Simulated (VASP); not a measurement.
# MgO (Fm-3m) in VASP: further runs

The runs below take MgO through single point, relaxation of cell and atoms, with revPBE+D4, revPBE+D3(BJ), RPBE+D4, BLYP+D3(BJ).

All numbers are computed with VASP 6.6.1; they aren't measurements. Logs are shortened: lines on timing, memory, paths and dates and some standing lists are left out, and cuts for length are marked.

## 1. The cell of the first run

Symmetry: Fm-3m, No. 225, cubic system. The conventional cell has a = 4.225 Å, b = 4.225 Å, c = 4.225 Å, α = 90.00°, β = 90.00°, γ = 90.00°. Within 2.8 Å of Mg (site symmetry m-3m) lie 6 O at 2.11 Å. O (site symmetry m-3m) has 6 Mg at 2.11 Å within 2.8 Å.

## 2. Single point, revPBE+D4

File INCAR:

```
SYSTEM = MgO
PREC = Accurate
ENCUT = 520
EDIFF = 1E-6
ISMEAR = -1
SIGMA = 0.05
LREAL = .False.
LASPH = .True.
NELM = 80
ALGO = Normal
ISIF = 2
LWAVE = .False.
LCHARG = .True.
GGA = RE
IVDW = 13
LELF = .True.
LVHAR = .True.
NBANDS = 11
```

File KPOINTS:

```
Automatic mesh
0
Gamma
  11 11 11
  0 0 0
```

File POSCAR:

```
MgO
1.0
    0.0000000000      2.1126137454      2.1126137454
    2.1126137454      0.0000000000      2.1126137454
    2.1126137454      2.1126137454      0.0000000000
Mg O
1 1
Direct
    0.0000000000      0.0000000000      0.0000000000
    0.5000000000      0.5000000000      0.5000000000
```

Potentials or basis: VASP PAW PBE potentials, release 64 (Mg, O).

Launch:

```console
cat potpaw_PBE.64/Mg/POTCAR potpaw_PBE.64/O/POTCAR > POTCAR
mpirun -np 1 vasp_std > vasp.out
```

OUTCAR:

```text
SYSTEM = MgO
   PREC = Accurate
   ENCUT = 520
   EDIFF = 1E-6
   ISMEAR = -1
   LREAL = .False.
   LASPH = .True.
   NELM = 80
   ISIF = 2
   GGA = RE
   IVDW = 13

 ion  position               nearest neighbor table
   1  0.000  0.000  0.000-   2 2.11   2 2.11   2 2.11   2 2.11   2 2.11   2 2.11
   2  0.500  0.500  0.500-   1 2.11   1 2.11   1 2.11   1 2.11   1 2.11   1 2.11

  LATTYP: Found a face centered cubic cell.
 ALAT       =     4.2252274908

  Lattice vectors:

 A1 = (   0.0000000000,   2.1126137454,   2.1126137454)
 A2 = (   2.1126137454,   0.0000000000,   2.1126137454)
 A3 = (   2.1126137454,   2.1126137454,   0.0000000000)

Analysis of symmetry for initial positions (statically):
=====================================================================
 Subroutine PRICEL returns:
 Original cell was already a primitive cell.

 Routine SETGRP: Setting up the symmetry group for a
 face centered cubic supercell.

 Subroutine GETGRP returns: Found 48 space group operations
 (whereof 48 operations were pure point group operations)
 out of a pool of 48 trial point group operations.

The static configuration has the point symmetry O_h .

Analysis of symmetry for dynamics (positions and initial velocities):
=====================================================================
 Subroutine PRICEL returns:
 Original cell was already a primitive cell.

 Routine SETGRP: Setting up the symmetry group for a
 face centered cubic supercell.

 Subroutine GETGRP returns: Found 48 space group operations
 (whereof 48 operations were pure point group operations)
 out of a pool of 48 trial point group operations.

The dynamic configuration has the point symmetry O_h .

 Subroutine INISYM returns: Found 48 space group operations
 (whereof 48 operations are pure point group operations),
 and found     1 'primitive' translations

----------------------------------------------------------------------------------------

                                     Primitive cell

  volume of cell :      18.8578

  direct lattice vectors                    reciprocal lattice vectors
     0.000000000  2.112613745  2.112613745    -0.236673647  0.236673647  0.236673647
     2.112613745  0.000000000  2.112613745     0.236673647 -0.236673647  0.236673647
     2.112613745  2.112613745  0.000000000     0.236673647  0.236673647 -0.236673647

  length of vectors
     2.987687011  2.987687011  2.987687011     0.409930782  0.409930782  0.409930782

  position of ions in fractional coordinates (direct lattice)
     0.000000000  0.000000000  0.000000000
     0.500000000  0.500000000  0.500000000

  ion indices of the primitive-cell ions
   primitive index   ion index
                 1           1
                 2           2

----------------------------------------------------------------------------------------

 KPOINTS: Automatic mesh

Automatic generation of k-mesh.
 Grid dimensions read from file:
 generate k-points for:   11   11   11

 Generating k-lattice:

  Cartesian coordinates                     Fractional coordinates (reciprocal lattice)
    -0.021515786  0.021515786  0.021515786     0.090909091  0.000000000  0.000000000
     0.021515786 -0.021515786  0.021515786     0.000000000  0.090909091  0.000000000
     0.021515786  0.021515786 -0.021515786     0.000000000  0.000000000  0.090909091

  Length of vectors
     0.037266435  0.037266435  0.037266435

  Shift w.r.t. Gamma in fractional coordinates (k-lattice)
     0.000000000  0.000000000  0.000000000

 Subroutine IBZKPT returns following result:
 ===========================================

 Found     56 irreducible k-points:

 Following reciprocal coordinates:
            Coordinates               Weight
  0.000000  0.000000  0.000000      1.000000
  0.090909  0.000000  0.000000      8.000000
  0.181818  0.000000  0.000000      8.000000
  0.272727  0.000000  0.000000      8.000000
  0.363636  0.000000  0.000000      8.000000
  0.454545  0.000000  0.000000      8.000000
[... 16 lines left out ...]
 -0.272727  0.181818  0.000000     24.000000
 -0.181818  0.181818  0.000000     12.000000
 [... further k-points ...]
   k-points           NKPTS =     56   k-points in BZ     NKDIM =     56   number of bands    NBANDS=     11
   number of dos      NEDOS =    301   number of ions     NIONS =      2
   total plane-waves  NPLWV =  13824
   dimension x,y,z NGX =    24 NGY =   24 NGZ =   24
   dimension x,y,z NGXF=    48 NGYF=   48 NGZF=   48
   ions per type =               1   1
   NGX,Y,Z   is equivalent  to a cutoff of  13.35, 13.35, 13.35 a.u.
   NGXF,Y,Z  is equivalent  to a cutoff of  26.71, 26.71, 26.71 a.u.
 SYSTEM =  MgO
   PREC   = accura    normal or accurate (medium, high low for compatibility)
   ISTART =      0    job   : 0-new  1-cont  2-samecut
   ICHARG =      2    charge: 1-file 2-atom 10-const
   ISPIN  =      1    spin polarized calculation?
   LNONCOLLINEAR =      F non collinear calculations
   LSORBIT =      F    spin-orbit coupling
   LASPH  =      T    aspherical Exc in radial PAW
   ENCUT  =  520.0 eV  38.22 Ry    6.18 a.u.   5.56  5.56  5.56*2*pi/ulx,y,z
   NELM   =     80;   NELMIN=  2; NELMDL= -5     # of ELM steps
   EDIFF  = 0.1E-05   stopping-criterion for ELM
   LREAL  =      F    real-space projection
   EDIFFG = 0.1E-04   stopping-criterion for IOM
   NSW    =      0    number of steps for IOM
   IBRION =     -1    ionic relax: 0-MD 1-quasi-New 2-CG
   NFREE  =      0    steps in history (QN), initial steepest desc. (CG)
   ISIF   =      2    stress and relaxation
   ISYM   =      2    0-nonsym 1-usesym 2-fastsym
   POTIM  = 0.5000    time-step for ionic-motion
   TEBEG  =    0.0;   TEEND  =   0.0 temperature during run
   PSTRESS=    0.0 pullay stress
   NELECT =       8.0000    total number of electrons
   NUPDOWN=      -1.0000    fix difference up-down
   EMIN   =  10.00;   EMAX   =-10.00  energy-range for DOS
   EFERMI =   0.00;   METHOD = LEGACY
   ISMEAR =    -1;   SIGMA  =   0.05  broadening in eV -4-tet -1-fermi 0-gaus
   EFERMI_NEDOS =   21; number of points for ismear=-14 and -15
   IALGO  =     38    algorithm
   IMIX   =      4    mixing-type and parameters
     AMIX     =   0.40;   BMIX     =  1.00
     AMIX_MAG =   1.60;   BMIX_MAG =  1.00
  volume/ion in A,a.u.               =       9.43        63.63
  Fermi-wavevector in a.u.,A,eV,Ry     =   1.230103  2.324557 20.587694  1.513153
  Thomas-Fermi vector in A             =   2.364964
   LORBIT       =      0    0 simple, 1 ext, 2 COOP (PROOUT), +10 PAW based schemes
   GGA     = RE    functional components
   LHFCALC =     F    Hartree Fock is set to
   AEXX    =    0.0000 exact exchange contribution
   IVDW    =    13    specifies the selected vdW correction
   LEPSILON=     F    determine dielectric tensor
   LRPA    =     F    only Hartree local field effects (RPA)
 non-spin polarized calculation
  energy-cutoff  :      520.00
  volume of cell :       18.86
 maximum number of plane-waves:       532
 NGX is ok and might be reduce to    24
   NGX = 11   NGY = 11   NGZ = 11

 number of electron       8.0000005 magnetization

 Free energy of the ion-electron system (eV)
  ---------------------------------------------------
  ext. energy  EPLUGINS =         0.00000000
  ---------------------------------------------------
  free energy    TOTEN  =       -11.31207791 eV

  energy without entropy =      -11.31207791  energy(sigma->0) =      -11.31207791

 E-fermi :   4.2771     XC(G=0): -10.8599

 val. band max:        3.2392113597   @ k =   0.0000   0.0000   0.0000
 cond. band min:       7.9571742623   @ k =   0.0000   0.0000   0.0000
 fundamental gap:      4.7179629026
 Fermi energy:         4.2770617734

 k-point     1 :       0.0000    0.0000    0.0000
  band No.  band energies     occupation
      1     -14.0324      2.00000
      2       3.2392      2.00000
      3       3.2392      2.00000
      4       3.2392      2.00000
      5       7.9572      0.00000
      6      19.0865      0.00000
      7      19.0865      0.00000
      8      19.0865      0.00000
      9      22.9337      0.00000
     10      24.7447      0.00000
     11      24.7447      0.00000

 k-point     2 :       0.0909    0.0000    0.0000
  band No.  band energies     occupation
      1     -13.9472      2.00000
      2       2.6959      2.00000
      3       3.1842      2.00000
      4       3.1842      2.00000
      5       8.4869      0.00000
      6      17.9902      0.00000
      7      19.2851      0.00000
      8      19.2851      0.00000
      9      24.1122      0.00000
     10      24.1122      0.00000
     11      24.3828      0.00000

 k-point     3 :       0.1818    0.0000    0.0000
  band No.  band energies     occupation
      1     -13.7091      2.00000
      2       1.5435      2.00000
      3       3.0407      2.00000
      4       3.0407      2.00000
      5       9.5619      0.00000
      6      16.5386      0.00000
      7      19.7232      0.00000
      8      19.7232      0.00000
      9      23.3918      0.00000
     10      23.3918      0.00000
     11      25.5420      0.00000

 k-point     4 :       0.2727    0.0000    0.0000
  band No.  band energies     occupation
      1     -13.3736      2.00000
      2       0.3255      2.00000
      3       2.8608      2.00000
      4       2.8608      2.00000
      5      10.5240      0.00000
      6      15.7093      0.00000
      7      19.9325      0.00000
      8      19.9325      0.00000
      9      23.5371      0.00000
     10      23.5371      0.00000
     11      25.0922      0.00000

 k-point     5 :       0.3636    0.0000    0.0000
  band No.  band energies     occupation
      1     -13.0363      2.00000
      2      -0.6675      2.00000
      3       2.7026      2.00000
      4       2.7026      2.00000
      5      11.0208      0.00000
      6      15.6047      0.00000
      7      19.7721      0.00000
      8      19.7721      0.00000
      9      24.5248      0.00000
     10      24.5609      0.00000
     11      24.5609      0.00000
[... 211 lines left out ...]
 k-point    21 :      -0.4545    0.1818    0.0000
  band No.  band energies     occupation
      1     -12.6831      2.00000
      2      -0.8654      2.00000
      3       1.6119      2.00000
      4       2.4065      2.00000
      5      12.4473      0.00000
      6      15.5318      0.00000
      7      17.2294      0.00000
      8      20.3076      0.00000
      9      23.3030      0.00000
     10      26.3680      0.00000
     11      27.9170      0.00000

 k-point    22 :      -0.3636    0.1818    0.0000
  band No.  band energies     occupation
      1     -12.7483      2.00000
      2      -0.7036      2.00000
      3       1.5415      2.00000
      4       2.5181      2.00000
      5      12.4563      0.00000
      6      15.4516      0.00000
      7      17.3690      0.00000
      8      20.3515      0.00000
      9      24.0902      0.00000
     10      24.7066      0.00000
     11      27.8387      0.00000

 k-point    23 :      -0.2727    0.1818    0.0000
  band No.  band energies     occupation
      1     -12.9752      2.00000
      2      -0.2122      2.00000
      3       1.7162      2.00000
      4       2.6913      2.00000
      5      12.1277      0.00000
      6      15.1572      0.00000
      7      17.9259      0.00000
      8      20.6502      0.00000
      9      22.8395      0.00000
     10      24.6202      0.00000
     11      27.9606      0.00000

 k-point    24 :      -0.1818    0.1818    0.0000
  band No.  band energies     occupation
      1     -13.2727      2.00000
      2       0.4225      2.00000
      3       2.1475      2.00000
      4       2.8751      2.00000
      5      11.2615      0.00000
      6      15.3222      0.00000
      7      18.7404      0.00000
      8      21.2452      0.00000
      9      21.2875      0.00000
     10      24.5239      0.00000
     11      27.7755      0.00000

 [... further k-points ...]

------------------------ aborting loop because EDIFF is reached ----------------------------------------

  DFT-D4 for vdW energy calculation

  Edisp (eV):   -0.65868

  FORCE on cell =-STRESS in cart. coord.  units (eV):
  Direction    XX          YY          ZZ          XY          YZ          ZX
  --------------------------------------------------------------------------------------
  -------------------------------------------------------------------------------------
  Total      -0.10391    -0.10391    -0.10391     0.00000     0.00000    -0.00000
  in kB      -8.82871    -8.82871    -8.82871     0.00000     0.00000    -0.00000
  external pressure =       -8.83 kB  Pullay stress =        0.00 kB

 VOLUME and BASIS-vectors are now :
 -----------------------------------------------------------------------------
  energy-cutoff  :      520.00
  volume of cell :       18.86
      direct lattice vectors                 reciprocal lattice vectors
     0.000000000  2.112613745  2.112613745    -0.236673647  0.236673647  0.236673647
     2.112613745  0.000000000  2.112613745     0.236673647 -0.236673647  0.236673647
     2.112613745  2.112613745  0.000000000     0.236673647  0.236673647 -0.236673647

 POSITION                                       TOTAL-FORCE (eV/Angst)
 -----------------------------------------------------------------------------------
      0.00000      0.00000      0.00000         0.000000      0.000000     -0.000000
      2.11261      2.11261      2.11261         0.000000      0.000000      0.000000
 -----------------------------------------------------------------------------------
    total drift:                               -0.000000     -0.000000      0.000000

  FREE ENERGIE OF THE ION-ELECTRON SYSTEM (eV)
  ---------------------------------------------------
  free  energy   TOTEN  =       -11.9707543179 eV

  energy  without entropy=      -11.9707543179  energy(sigma->0) =      -11.97075432
```

Wall time 7.1 s (1 thread of Intel Xeon Platinum 8559C (Emerald Rapids), shared host); peak memory 0.14 GiB.

Results:

| Item | Value |
| --- | --- |
| Free energy | -11.9708 eV |
| Pressure | -0.9 GPa |
| Band gap on the k mesh | 4.72 eV, direct |
| Dispersion energy per atom | -0.329 eV |

Levels at points of the mesh, in eV from the valence-band top:
```csv
k point,band 1,band 2,band 3,band 4,band 5,band 6,band 7,band 8,band 9
"(0.00, 0.00, 0.00)",-17.27,0.00,0.00,0.00,4.72,15.85,15.85,15.85,19.69
```

Caveat: the PAW data sets were made with another functional, which shifts forces and pressure a little.

(Part 1 of 2 ends here.)
